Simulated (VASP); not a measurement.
Input of a VASP 6.6.1 run:

File INCAR:

```
  PREC = Accurate
  ENCUT = 1000
  EDIFF = 1E-6
  ISMEAR = -1
  SIGMA = 0.05
  LREAL = Auto
  LASPH = T
  NELM = 120
  ALGO = Normal
  ISIF = 2
  LWAVE = F
  LCHARG = T
  GGA = PE
  IVDW = 12
  LELF = T
  LVHAR = T
  NBANDS = 67
  GGA_COMPAT = F
```

KPOINTS

```
regular mesh
0
Gamma
  1 1 1
```

Contents of POSCAR:

```
H6C3O2
1.0
    7.7969750000      0.0000000000      0.0000000000
    0.0000000000      7.7969750000      0.0000000000
    0.0000000000      0.0000000000      7.7969750000
C O H
9 6 18
Direct
    0.7933717884      0.4544967760      0.5547664319
    0.2247538308      0.3004755049      0.6279614851
    0.7902423696      0.5176879495      0.0870978809
    0.4448776609     -0.0056175632     -0.0399642169
    0.3843541886      0.1512766169      0.0665514510
    0.9496375197      0.9179842182      1.0194209934
    0.9434941115      1.0521259848      0.8771350428
    0.0916124523      0.7363240231      0.5021178085
    0.2813270531      0.8092369156      0.4951022672
    0.8591024083      0.4469682152      0.6863046245
    0.7296419445      0.4615251428      0.4160074901
    0.2779539501      0.3865088704      0.7399279849
    0.1558553157      0.2304996489      0.5156615226
    0.6518553670      0.5600633579      0.0588305080
    0.9308738325      0.4786471677      0.1205467505
    0.5712728334     -0.0373349921      0.0083237409
    0.3762228300     -0.1229322910     -0.0010773409
    0.4532911802      0.0045145714     -0.1895093931
    0.2678218155      0.2157759900      0.0053995299
    0.3590751541      0.1232529282      0.2021424976
    0.4821100491      0.2597417588      0.0595487352
    1.0297968122      0.9572173824      1.1263086005
    0.8233834275      0.8840864566      1.0817785103
    1.0207548440      0.8006823159      0.9662978270
    0.8400052584      1.0181512702      0.7811490995
    0.9146880681      1.1769820988      0.9337082651
    1.0726211127      1.0720696167      0.8136232321
   -0.0052071476      0.8247429291      0.4558819286
    0.0934849733      0.6302059453      0.4067346631
    0.0695910914      0.6832265077      0.6307574412
    0.3651929114      0.6958596122      0.5209071467
    0.3155967539      0.8368501887      0.3613067889
    0.3098124593      0.9091346323      0.5816871287
```

Potentials or basis: VASP PAW PBE potentials, release 64 (C_h, O_h, H_h).

Launch:

```console
$ cat potpaw_PBE.64/C_h/POTCAR potpaw_PBE.64/O_h/POTCAR potpaw_PBE.64/H_h/POTCAR > POTCAR
$ mpirun -np 1 vasp_gam > vasp.out
```

Q: Estimate the largest force.

A: 3.872 eV/Å.

Q: Predict the band gap on the k mesh.

A: 5.60 eV.

Stress tensor (GPa, compression positive):
```
-0.34 -0.25  0.76
-0.25 -0.31 -0.16
 0.76 -0.16 -1.50
```

Caveat: the k points lie up to 0.81 Å⁻¹ apart.
